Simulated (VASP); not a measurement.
# W in VASP: further runs, part 2 of 2

VASP 6.6.1. The steps go on from the part before.

### Step 4. Single point, PBE

This run uses another cell than the first one, of the same volume but with other edges.

INCAR

```
PREC = Accurate
ENCUT = 520
EDIFF = 1E-7
ISMEAR = 0
SIGMA = 0.1
LREAL = False
LASPH = True
NELM = 60
ALGO = Normal
ISIF = 2
LWAVE = False
LCHARG = False
GGA = PE
ISYM = 0
NBANDS = 13
```

KPOINTS

```
Automatic mesh
0
Gamma
  11 11 21
```

POSCAR

```
W
1.0
    3.1835586448      0.0000000000      0.0000000000
    0.0000000000      3.1835586448      0.0000000000
    1.5917793224     -1.5917793224      1.5917793224
W
1
Direct
    0.0000000000      0.0000000000      0.0000000000
```

Potentials or basis: VASP PAW PBE potentials, release 64 (W_sv).

Command:

```
cat potpaw_PBE.64/W_sv/POTCAR > POTCAR
mpirun -np 1 vasp_std > vasp.out
```

OUTCAR:

```text
PREC = Accurate
   ENCUT = 520
   EDIFF = 1E-7
   ISMEAR = 0
   LREAL = False
   LASPH = True
   NELM = 60
   ISIF = 2
   GGA = PE
   ISYM = 0

 ion  position               nearest neighbor table
   1  0.000  0.000  0.000-

IMPORTANT INFORMATION: All symmetrisations will be switched off!
NOSYMM: (Re-)initialisation of all symmetry stuff for point group C_1.

----------------------------------------------------------------------------------------

                                     Primitive cell

  volume of cell :      16.1328

  direct lattice vectors                    reciprocal lattice vectors
     3.183558645  0.000000000  0.000000000     0.314113893  0.000000000 -0.314113893
     0.000000000  3.183558645  0.000000000     0.000000000  0.314113893  0.314113893
     1.591779322 -1.591779322  1.591779322     0.000000000  0.000000000  0.628227786

  length of vectors
     3.183558645  3.183558645  2.757042661     0.444224128  0.444224128  0.628227786

  position of ions in fractional coordinates (direct lattice)
     0.000000000  0.000000000  0.000000000

  ion indices of the primitive-cell ions
   primitive index   ion index
                 1           1

[... 157 lines left out ...]
      8       9.9932      2.00000
      9      13.4112      0.00000
     10      13.4116      0.00000
     11      25.6662      0.00000
     12      25.6677      0.00000
     13      25.6684      0.00000
[... 354 lines left out ...]
  band No.  band energies     occupation
      1     -62.8843      2.00000
      2     -27.6829      2.00000
      3     -27.1239      2.00000
      4     -26.7163      2.00000
      5       6.0451      2.00000
      6       7.9411      2.00000
      7       9.8723      2.00000
      8      13.1224      0.00000
      9      14.5059      0.00000
     10      18.6826      0.00000
     11      20.9294      0.00000
     12      24.3681      0.00000
     13      27.1422      0.00000

 [... further k-points ...]

------------------------ aborting loop because EDIFF is reached ----------------------------------------

  FORCE on cell =-STRESS in cart. coord.  units (eV):
  Direction    XX          YY          ZZ          XY          YZ          ZX
  --------------------------------------------------------------------------------------
  -------------------------------------------------------------------------------------
  Total        0.0302635      0.0302635      0.0618381      0.0076067     -0.0027303      0.0027304
  in kB        3.0055335      3.0055301      6.1412720      0.7554366     -0.2711535      0.2711610
  external PRESSURE =       4.0507786 kB  Pullay stress =       0.0000000 kB

 VOLUME and BASIS-vectors are now :
 -----------------------------------------------------------------------------
  energy-cutoff  :      520.00
  volume of cell :       16.13
      direct lattice vectors                 reciprocal lattice vectors
     3.183558645  0.000000000  0.000000000     0.314113893  0.000000000 -0.314113893
     0.000000000  3.183558645  0.000000000     0.000000000  0.314113893  0.314113893
     1.591779322 -1.591779322  1.591779322     0.000000000  0.000000000  0.628227786

 POSITION                                       TOTAL-FORCE (eV/Angst)
 -----------------------------------------------------------------------------------
      0.00000      0.00000      0.00000        -0.000000     -0.000000     -0.000000
 -----------------------------------------------------------------------------------
    total drift:                               -0.000000     -0.000000     -0.000000

  FREE ENERGIE OF THE ION-ELECTRON SYSTEM (eV)
  ---------------------------------------------------
  free  energy   TOTEN  =       -12.9555436256 eV

  energy  without entropy=      -12.9528084487  energy(sigma->0) =      -12.95417604
```

OSZICAR:

```text
N       E                     dE             d eps       ncg     rms          rms(c)
DAV:   1     0.851010368532E+02    0.85101E+02   -0.74516E+03 33133   0.122E+03
DAV:   2    -0.119417834392E+02   -0.97043E+02   -0.93275E+02 36911   0.317E+02
DAV:   3    -0.135826819068E+02   -0.16409E+01   -0.16352E+01 36276   0.399E+01
DAV:   4    -0.135893976527E+02   -0.67157E-02   -0.67156E-02 36576   0.282E+00
DAV:   5    -0.135894544267E+02   -0.56774E-04   -0.56774E-04 36946   0.245E-01    0.203E+01
DAV:   6    -0.130882882638E+02    0.50117E+00   -0.42393E-01 34386   0.869E+00    0.799E+00
DAV:   7    -0.129594406184E+02    0.12885E+00   -0.22044E-01 36941   0.595E+00    0.683E-01
DAV:   8    -0.129556170450E+02    0.38236E-02   -0.45225E-03 33606   0.877E-01    0.984E-02
DAV:   9    -0.129555503413E+02    0.66704E-04   -0.13479E-04 38111   0.145E-01    0.414E-02
DAV:  10    -0.129555432774E+02    0.70640E-05   -0.16280E-05 34941   0.553E-02    0.232E-03
DAV:  11    -0.129555438234E+02   -0.54603E-06   -0.36653E-07 34866   0.750E-03    0.578E-04
DAV:  12    -0.129555436339E+02    0.18955E-06   -0.73855E-09 20008   0.116E-03    0.128E-04
DAV:  13    -0.129555436256E+02    0.82778E-08   -0.86369E-10 16998   0.397E-04
   1 F= -.12955544E+02 E0= -.12954176E+02  d E =-.273518E-02
```

stdout:

```text
POSCAR found type information on POSCAR W
 POSCAR found :  1 types and       1 ions
 scaLAPACK will be used
 LDA part: xc-table for (Slater+PW92), standard interpolation
 -----------------------------------------------------------------------------
|                                                                             |
|           W    W    AA    RRRRR   N    N  II  N    N   GGGG   !!!           |
|           W    W   A  A   R    R  NN   N  II  NN   N  G    G  !!!           |
|           W    W  A    A  R    R  N N  N  II  N N  N  G       !!!           |
|           W WW W  AAAAAA  RRRRR   N  N N  II  N  N N  G  GGG   !            |
|           WW  WW  A    A  R   R   N   NN  II  N   NN  G    G                |
|           W    W  A    A  R    R  N    N  II  N    N   GGGG   !!!           |
|                                                                             |
|     Your reciprocal lattice and k-lattice belong to different lattice       |
|     classes:                                                                |
|                                                                             |
|        The reciprocal lattice is face-centered cubic,                       |
|        whereas your k-lattice is base-centered monoclinic.                  |
|                                                                             |
|     Results are often still useful ...                                      |
|                                                                             |
 -----------------------------------------------------------------------------

 POSCAR, INCAR and KPOINTS ok, starting setup
 FFT: planning ... GRIDC
 FFT: planning ... GRID_SOFT
 FFT: planning ... GRID
 WAVECAR not read
 entering main loop
```

Wall time 2.7 min (1 thread of Intel Xeon Platinum 8259CL at 2.50GHz (Skylake/Cascade Lake), shared host); peak memory 0.36 GiB.

Results:

```yaml
Free_energy: -12.9555 eV
Pressure: 0.4 GPa
Band_gap_on_the_k_mesh: zero (bands 7 and 8 overlap by 5.96 eV)
```

Caveat: spin-orbit coupling is left out, which moves the levels of the heavy elements.

### Step 5. Single point, PBE (strained)

INCAR

```
SYSTEM = W
PREC = Accurate
ENCUT = 520
EDIFF = 1E-7
ISMEAR = 0
SIGMA = 0.1
LREAL = .FALSE.
LASPH = .TRUE.
NELM = 100
ALGO = Normal
ISIF = 2
LWAVE = .FALSE.
LCHARG = .FALSE.
GGA = PE
NBANDS = 13
```

KPOINTS

```
Automatic mesh
0
G
  18 18 18
  0 0 0
```

POSCAR

```
W
1.0
   -1.5806082150      1.6445002150      1.5806082150
    1.6445002150     -1.5806082150      1.5806082150
    1.5167162150      1.5167162150     -1.5167162150
W
1
Direct
    0.0000000000      0.0000000000      0.0000000000
```

Potentials or basis: VASP PAW PBE potentials, release 64 (W_sv).

Command:

```
cat potpaw_PBE.64/W_sv/POTCAR > POTCAR
mpirun -np 1 vasp_std > vasp.out
```

OUTCAR:

```text
SYSTEM = W
   PREC = Accurate
   ENCUT = 520
   EDIFF = 1E-7
   ISMEAR = 0
   LREAL = .FALSE.
   LASPH = .TRUE.
   NELM = 100
   ISIF = 2
   GGA = PE

 ion  position               nearest neighbor table
   1  0.000  0.000  0.000-

  LATTYP: Found a trigonal (rhomboedric) cell.
 ALAT       =     2.7750721821
 COS(alpha) =    -0.3506414475

  Lattice vectors:

 A1 = (   1.5806082150,  -1.6445002150,  -1.5806082150)
 A2 = (  -1.6445002150,   1.5806082150,  -1.5806082150)
 A3 = (   1.5806082150,   1.5806082150,   1.6445002150)

Analysis of symmetry for initial positions (statically):
=====================================================================
 Subroutine PRICEL returns:
 Original cell was already a primitive cell.

 Routine SETGRP: Setting up the symmetry group for a
 trigonal (rhombohedral) supercell.

 Subroutine GETGRP returns: Found 12 space group operations
 (whereof 12 operations were pure point group operations)
 out of a pool of 12 trial point group operations.

The static configuration has the point symmetry D_3d.

Analysis of symmetry for dynamics (positions and initial velocities):
=====================================================================
 Subroutine PRICEL returns:
 Original cell was already a primitive cell.

 Routine SETGRP: Setting up the symmetry group for a
 trigonal (rhombohedral) supercell.

 Subroutine GETGRP returns: Found 12 space group operations
 (whereof 12 operations were pure point group operations)
 out of a pool of 12 trial point group operations.

The dynamic configuration has the point symmetry D_3d.

 Subroutine INISYM returns: Found 12 space group operations
 (whereof 12 operations are pure point group operations),
 and found     1 'primitive' translations

----------------------------------------------------------------------------------------
[... 116 lines left out ...]
   GGA     = PE    functional components
   LHFCALC =     F    Hartree Fock is set to
   AEXX    =    0.0000 exact exchange contribution
   IVDW    =     0    specifies the selected vdW correction
   LEPSILON=     F    determine dielectric tensor
   LRPA    =     F    only Hartree local field effects (RPA)
 non-spin polarized calculation
 Gauss-broadening in eV      SIGMA  =   0.10
  energy-cutoff  :      520.00
  volume of cell :       15.78
 maximum number of plane-waves:       439
 NGX is ok and might be reduce to    24

 number of electron      13.9999998 magnetization

 Free energy of the ion-electron system (eV)
  ---------------------------------------------------
  ext. energy  EPLUGINS =         0.00000000
  ---------------------------------------------------
  free energy    TOTEN  =       -12.90060079 eV

  energy without entropy =      -12.89725917  energy(sigma->0) =      -12.89892998

 E-fermi :  11.5117     XC(G=0): -13.6646

 val. band max:       11.5116423174   @ k =  -0.3333   0.2222   0.2778
 cond. band min:      11.5136343490   @ k =   0.5000   0.5000   0.2222
 fundamental gap:      0.0019920316
 Fermi energy:        11.5117353911

 k-point     1 :       0.0000    0.0000    0.0000
  band No.  band energies     occupation
      1     -62.6699      2.00000
      2     -26.2845      2.00000
      3     -26.2845      2.00000
      4     -26.0780      2.00000
      5       1.8558      2.00000
      6       9.5307      2.00000
      7      10.5504      2.00000
      8      10.5504      2.00000
      9      13.9147      0.00000
     10      13.9147      0.00000
     11      25.3097      0.00000
     12      26.4392      0.00000
     13      26.4392      0.00000
[... 354 lines left out ...]
  band No.  band energies     occupation
      1     -62.5521      2.00000
      2     -27.4105      2.00000
      3     -26.6665      2.00000
      4     -26.1611      2.00000
      5       5.5791      2.00000
      6       7.8605      2.00000
      7      10.7402      2.00000
      8      13.9905      0.00000
      9      15.2277      0.00000
     10      17.6757      0.00000
     11      21.8973      0.00000
     12      24.1388      0.00000
     13      28.7306      0.00000

 [... further k-points ...]

------------------------ aborting loop because EDIFF is reached ----------------------------------------

  FORCE on cell =-STRESS in cart. coord.  units (eV):
  Direction    XX          YY          ZZ          XY          YZ          ZX
  --------------------------------------------------------------------------------------
  -------------------------------------------------------------------------------------
  Total        0.8633969      0.8633969      0.8633969      0.7128818     -0.7128818     -0.7128818
  in kB       87.6855602     87.6855602     87.6855602     72.3994306    -72.3994306    -72.3994306
  external PRESSURE =      87.6855602 kB  Pullay stress =       0.0000000 kB

 VOLUME and BASIS-vectors are now :
 -----------------------------------------------------------------------------
  energy-cutoff  :      520.00
  volume of cell :       15.78
      direct lattice vectors                 reciprocal lattice vectors
    -1.580608215  1.644500215  1.580608215     0.000000000  0.310067094  0.310067094
     1.644500215 -1.580608215  1.580608215     0.310067094  0.000000000  0.310067094
     1.516716215  1.516716215 -1.516716215     0.323128738  0.323128738 -0.013061644

 POSITION                                       TOTAL-FORCE (eV/Angst)
 -----------------------------------------------------------------------------------
      0.00000      0.00000      0.00000        -0.000000      0.000000      0.000000
 -----------------------------------------------------------------------------------
    total drift:                                0.000000      0.000000     -0.000000

  FREE ENERGIE OF THE ION-ELECTRON SYSTEM (eV)
  ---------------------------------------------------
  free  energy   TOTEN  =       -12.9006007933 eV

  energy  without entropy=      -12.8972591707  energy(sigma->0) =      -12.89892998
```

Run time: 45 s. Hardware: 1 thread of Intel Xeon Platinum 8488C (Sapphire Rapids), shared host; peak memory 0.23 GiB.

What came out:

```
Free energy            : -12.9006 eV
Pressure               : 8.8 GPa
Band gap on the k mesh : zero (bands 7 and 8 overlap by 5.80 eV)
```

Caveat: the cell differs from its parent crystal (strained); the cell stands under pressure; spin-orbit coupling is left out, which moves the levels of the heavy elements.

### Step 6. Single point, PBE (the cell strained at random)

INCAR

```
ALGO = Fast
EDIFF = 1E-7
ENCUT = 520
GGA = PE
ISIF = 2
ISMEAR = 0
LASPH = True
LCHARG = False
LREAL = False
LWAVE = False
NBANDS = 13
NELM = 80
PREC = Accurate
SIGMA = 0.1
```

KPOINTS

```
k-points
0
Gamma
  16 16 16
```

POSCAR

```
W
1.0
   -1.5416021490      1.5473364560      1.5545083330
    1.5461704270     -1.5333441080      1.5450842630
    1.5330086750      1.5247506340     -1.5405159850
W
1
Direct
    0.0000000000      0.0000000000      0.0000000000
```

Potentials or basis: VASP PAW PBE potentials, release 64 (W_sv).

Command:

```
cat potpaw_PBE.64/W_sv/POTCAR > POTCAR
mpirun -np 1 vasp_std > vasp.out
```

Run time: 3.6 min. Hardware: 1 thread of Intel Xeon Platinum 8488C (Sapphire Rapids), shared host; peak memory 0.45 GiB.

Results (log left out):

* Free energy: -12.8012 eV
* Pressure: 36.3 GPa
* Band gap on the k mesh: zero (bands 7 and 8 overlap by 6.89 eV)

Stress tensor (GPa, compression positive):
```
36.89  1.11 -0.61
 1.11 37.75 -1.81
-0.61 -1.81 34.31
```

Levels at points of the mesh, in eV from the Fermi level:
```csv
k point,band 4,band 5,band 6,band 7,band 8,band 9,band 10,band 11
"(0.00, 0.00, 0.00)",-37.54,-10.11,-1.54,-1.40,-1.30,2.32,2.49,14.49
"(0.50, 0.00, 0.00)",-37.56,-6.85,-4.02,0.85,2.39,3.51,6.77,11.72
"(0.00, 0.50, 0.00)",-37.57,-6.85,-3.97,0.89,2.30,3.43,6.80,11.67
"(0.50, 0.50, 0.00)",-37.57,-6.86,-4.11,0.94,2.50,3.54,6.81,11.67
"(0.00, 0.00, 0.50)",-37.59,-6.85,-4.08,1.04,2.41,3.43,6.90,11.58
"(0.50, 0.00, 0.50)",-37.58,-6.85,-3.95,0.94,2.25,3.37,6.85,11.63
"(0.00, 0.50, 0.50)",-37.59,-6.85,-3.97,1.02,2.25,3.34,6.91,11.57
"(0.50, 0.50, 0.50)",-38.68,-6.56,-6.53,5.59,5.68,5.87,8.71,8.89
```

Caveat: the cell differs from its parent crystal (the cell strained at random); the cell stands under pressure; spin-orbit coupling is left out, which moves the levels of the heavy elements.

### Step 7. The runs side by side

| cell | k mesh | cutoff (eV) | smearing | gap on the mesh (eV) | pressure (GPa) |
| --- | --- | --- | --- | --- | --- |
| a = 2.757 Å, angles 109.5°, 1 atom, atomic positions A | 30 × 30 × 30 | 500 | gaussian 0.15 eV | none | 0.5 |
| a = 5.514 Å, angles 109.5°, 8 atoms, atomic positions B | 14 × 14 × 14 | 500 | gaussian 0.15 eV | none | 0.5 |
| a = 3.184, b = 3.184, c = 2.757 Å, angles 125.3, 54.7, 90.0°, 1 atom, atomic positions A | 11 × 11 × 21 | 520 | gaussian 0.1 eV | none | 0.4 |
| a = 2.775, b = 2.775, c = 2.627 Å, angles 108.4, 108.4, 110.5°, 1 atom, atomic positions A | 18 × 18 × 18 | 520 | gaussian 0.1 eV | none | 8.8 |
| a = 2.681, b = 2.670, c = 2.655 Å, angles 109.3, 109.7, 109.2°, 1 atom, atomic positions A | 16 × 16 × 16 | 520 | gaussian 0.1 eV | none | 36.3 |

Alike in all rows: task single point; level PBE; potentials or basis VASP PAW PBE potentials, release 64 (W_sv); no spin polarisation.

Caveats: spin-orbit coupling is left out, which moves the levels of the heavy elements; the cell stands under pressure (at least some runs).

Total energies depend on the potentials used, so only differences within one code and one set of settings carry meaning.
